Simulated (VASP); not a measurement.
Zr2N:

```
Zr N
1.0
     5.41300    0.00000    0.00000
     0.00000    5.41300    0.00000
     0.00000    0.00000    3.30779
Zr N
4 2
Direct
  0.29613 0.29613 0.00000
  0.70387 0.70387 0.00000
  0.79613 0.20387 0.50000
  0.20387 0.79613 0.50000
  0.00000 0.00000 0.00000
  0.50000 0.50000 0.50000
```

Base run:

| Property | Result |
| --- | --- |
| Program | VASP 6.6.1 |
| Functional | PBEsol |
| Potentials or basis | VASP PAW PBE potentials, release 64 (Zr_sv, N) |
| Cutoff | 520 eV |
| k mesh | 6 × 6 × 8 |
| Occupations | gaussian, width 0.1 eV |
| Spin | no spin polarisation |

Its results: pressure -4.6 GPa; largest force 0.024 eV/Å.

**Question.** The run is repeated on the same cell with these changes: k mesh from 6 × 6 × 8 to 1 × 1 × 1. What comes out?

**Answer.** Pressure 5.5 GPa; largest force 0.114 eV/Å.

Caveats: some runs use coarse meshes; the PAW data sets were made with another functional, which shifts forces and pressure a little; the cell stands under tension (at least some runs).
